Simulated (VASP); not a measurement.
Here is a VASP 6.6.1 calculation.

INCAR

```
ALGO = Normal
EDIFF = 1E-7
ENCUT = 520
ISIF = 2
ISMEAR = -1
LASPH = True
LCHARG = False
LREAL = False
LWAVE = False
NBANDS = 10
NELM = 100
PREC = Accurate
SIGMA = 0.05
```

The input KPOINTS:

```
k-points
0
Gamma
  11 11 6
```

File POSCAR:

```
Al
1.0
    2.7744445386      0.0000000000      0.0000000000
   -1.3872222692      2.4027394518      0.0000000000
    0.0000000000      0.0000000000      4.8010736936
Al
2
Direct
    0.3333333333      0.6666666667      0.2500000000
    0.6666666667      0.3333333333      0.7500000000
```

Potentials or basis: VASP PAW LDA potentials, release 64 (Al).

Command:

```sh
$ cat potpaw_LDA.64/Al/POTCAR > POTCAR
$ mpirun -np 1 vasp_std > vasp.out
```

Q: Estimate the pressure.

A: 0.1 GPa.

Q: Predict the band gap on the k mesh.

A: Zero (band 3 reaches 11.63 eV, above the bottom of band 4 at 5.13 eV).

Stress tensor (GPa, compression positive):
```
 1.79  0.00  0.00
 0.00  1.79  0.00
 0.00  0.00 -3.26
```
